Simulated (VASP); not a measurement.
Crystal: Ca5SnN.

```
CELL_PARAMETERS angstrom
4.45409 0.00000 0.00000
0.00000 4.45409 0.00000
0.00000 0.00000 7.12224
ATOMIC_POSITIONS crystal
Ca 0.00000 0.50000 0.29802
Ca 0.00000 0.50000 0.70198
Ca 0.50000 0.00000 0.29802
Ca 0.50000 0.00000 0.70198
Ca 0.50000 0.50000 0.00000
Sn 0.00000 0.00000 0.00000
N 0.00000 0.00000 0.50000
```

The cell was generated, and may not be a known phase.

```yaml
Program: VASP 6.6.1
Task: relaxation of cell and atoms
Functional: PBE
Potentials_or_basis: VASP PAW PBE potentials, release 64 (Ca_sv, Sn_d, N)
Cutoff: 600 eV
k_mesh: 4 × 4 × 3
Occupations: gaussian, width 0.2 eV
Spin: no spin polarisation
```

At the start: pressure 15.3 GPa; volume 20.19 Å³/atom.

Problem. How do energy, volume and symmetry change on relaxing?

Solution. Over 9 steps the energy falls by 353.2 meV/atom and the volume is 26.01 Å³/atom (+28.9 %); space group P4/mmm (No. 123, to 0.1 Å) before and after.

Step by step:
```csv
step,energy change (eV),largest force (eV/Å),pressure (GPa),volume (Å³)
1,0.0000,1.3356,15.28,141.30
2,-2.1812,0.4553,-0.44,184.13
3,-2.1890,0.4117,-1.31,189.05
4,-2.1900,0.4204,-1.13,188.01
5,-2.3358,0.4455,-0.59,184.79
6,-2.3894,0.4705,0.09,181.49
7,-2.4415,0.2835,0.15,181.02
8,-2.4688,0.0002,0.28,180.36
9,-2.4721,0.0042,-0.04,182.10
```

Final structure:
```
CELL_PARAMETERS angstrom
4.59493 0.00000 0.00000
0.00000 4.59493 0.00000
0.00000 0.00000 8.62502
ATOMIC_POSITIONS crystal
Ca 0.00000 0.50000 0.32384
Ca 0.00000 0.50000 0.67616
Ca 0.50000 0.00000 0.32384
Ca 0.50000 0.00000 0.67616
Ca 0.50000 0.50000 0.00000
Sn 0.00000 0.00000 0.00000
N 0.00000 0.00000 0.50000
```

Caveat: the volume moved by over 15 % at a fixed basis, so the end points are rough.
